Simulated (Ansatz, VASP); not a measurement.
**One calculation of B, two programs**

File INCAR:

```
SYSTEM = B
PREC = Accurate ; ENCUT = 500
EDIFF = 1E-6 ; ISMEAR = 0
SIGMA = 0.1 ; LREAL = .FALSE.
LASPH = .TRUE. ; NELM = 120
ALGO = Normal ; ISIF = 2
LWAVE = .FALSE. ; LCHARG = .TRUE.
GGA = PE ; LELF = .TRUE.
LVHAR = .TRUE. ; NBANDS = 10
GGA_COMPAT = .FALSE.
```

The input KPOINTS:

```
Automatic mesh
0
G
  8 8 10
  0 0 0
```

The input POSCAR:

```
B
1.0
    1.5828103548     -2.6700630992      0.0000000000
    1.5828103548      2.6700630992      0.0000000000
   -1.5262181986      0.0000000000      1.6009120274
B
2
Direct
    0.1264184818      0.8735815182      0.7500000000
    0.8735815182      0.1264184818      0.2500000000
```

Input for Ansatz:

```yaml
crystal:
  lattice:
    - [1.5828103548, -2.6700630992, 0.0]
    - [1.5828103548, 2.6700630992, 0.0]
    - [-1.5262181986, 0.0, 1.6009120274]
  atoms:
    - { symbol: B, position: [0.1264184818, 0.8735815182, 0.75] }
    - { symbol: B, position: [0.8735815182, 0.1264184818, 0.25] }
basis:
  ecutwfc: 420
kpoints:
  mp_grid: { grid: [8, 8, 10] }
hamiltonian:
  xc: pbe
scf:
  occupations: { method: gaussian, width: 0.1 }
  lower_state_search: "off"
output:
  forces: true
  stress: true
  eigenvalues: true
```

Change from the starting cell: the structure that the rattled dhcp type (P6_3/mmc, No. 194) fell into.

Alike in both runs: task single point; functional PBE; k mesh 8 × 8 × 10; occupations gaussian, width 0.1 eV; no spin polarisation.

|  | VASP | Ansatz |
| --- | --- | --- |
| version | VASP 6.6.1 | Ansatz 0.2.0 |
| potentials or method | VASP PAW PBE potentials, release 64 (B), cutoff 500 eV | scalar-relativistic, plane waves, PAW |
| valence electrons in the cell | 6 | 6 |

|  | VASP | Ansatz | Ansatz less VASP |
| --- | --- | --- | --- |
| gap on the k mesh at the Fermi level (eV) | none | none | - |
| pressure (GPa) | 0.0 | 0.0 | -0.02 |
| traceless stress, the component that is largest in VASP (GPa) | -5.87 | -5.82 | +0.049 |
| rms of the force components (eV/Å) | 0.045 | 0.045 | +0.0002 |

Atom by atom the forces differ by 0.000 eV/Å (rms over components). A gap of «none» marks a metal or a gap that the smearing closes. The functional is the same, so the differences come from potentials, cutoffs and numerics.

The k mesh is coarse, so the values compare programs but aren't converged.
